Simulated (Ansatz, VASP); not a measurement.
## Li3B: VASP beside Ansatz

```
Li B
1.0
     5.18312    0.00000    0.00000
    -2.59156    4.48872    0.00000
     0.00000    0.00000    4.06926
Li B
6 2
Direct
  0.81899 0.63797 0.25000
  0.18101 0.81899 0.75000
  0.36203 0.18101 0.25000
  0.18101 0.36203 0.75000
  0.81899 0.18101 0.25000
  0.63797 0.81899 0.75000
  0.33333 0.66667 0.25000
  0.66667 0.33333 0.75000
```

Alike in both runs: task relaxation of cell and atoms; functional PBE; k mesh 12 × 12 × 10; occupations gaussian, width 0.1 eV; no spin polarisation.

|  | VASP | Ansatz |
| --- | --- | --- |
| version | VASP 6.6.1 | Ansatz 0.2.0 |
| potentials or method | VASP PAW PBE potentials, release 64 (Li_sv, B), cutoff 600 eV | scalar-relativistic, plane waves, PAW |
| valence electrons in the cell | 24 | 24 |

```csv
,VASP,Ansatz,Ansatz less VASP
"gap on the k mesh at the Fermi level, each at its own relaxed structure (eV)",none,none,-
relaxed volume (Å³/atom),11.86,11.90,+0.042
relaxed length of the cell vector where the two differ most in proportion (Å),5.172,5.179,+0.0068
```

A gap of «none» marks a metal or a gap that the smearing closes.

Noted on VASP's run: the cutoff is under 1.25 times that of the potentials, so the pressure is a little rough.
